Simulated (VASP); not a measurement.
CoPd3, 4 atoms in the cell. The structure is cubic, space group Pm-3m (No. 221). Conventional cell: a = 3.850 Å, b = 3.850 Å, c = 3.850 Å, α = 90.00°, β = 90.00°, γ = 90.00°. Co (site symmetry m-3m) has 12 Pd at 2.72 Å within 3.6 Å. Pd (site symmetry 4/mmm) has 4 Co at 2.72 Å and 8 Pd at 2.72 Å within 3.6 Å. 

- Program: VASP 6.6.1
- Task: relaxation of cell and atoms
- Functional: PBEsol
- Potentials or basis: VASP PAW PBE potentials, release 64 (Co, Pd)
- Cutoff: 600 eV
- k mesh: 7 × 7 × 7
- Occupations: fermi-dirac, width 0.1 eV
- Spin: collinear spin, ferromagnetic start
- Starting moments: [3.2, 0.0, 0.0, 0.0] μB
- Target pressure: 2 GPa
- Dipole correction: no
- Further INCAR settings: ALGO = Normal; EDIFF = 1e-06; IBRION = 2; EDIFFG = -0.05; NSW = 100; ISIF = 3

Potentials or basis: VASP PAW PBE potentials, release 64 (Co, Pd).

The run is started by

```bash
$ cat potpaw_PBE.64/Co/POTCAR potpaw_PBE.64/Pd/POTCAR > POTCAR
$ mpirun -np 1 vasp_std > vasp.out
```

Hardware: 1 thread of AMD EPYC 7R43 64-Core Processor (Zen 3), on a shared host.

**Question.** How long does it take, and how much memory?

**Answer.** It took 3.8 min on 1 thread of AMD EPYC 7R43 64-Core Processor (Zen 3) (shared host), peak memory 0.21 GiB. Counts: scf iterations 41, k points 20, ion steps 3.
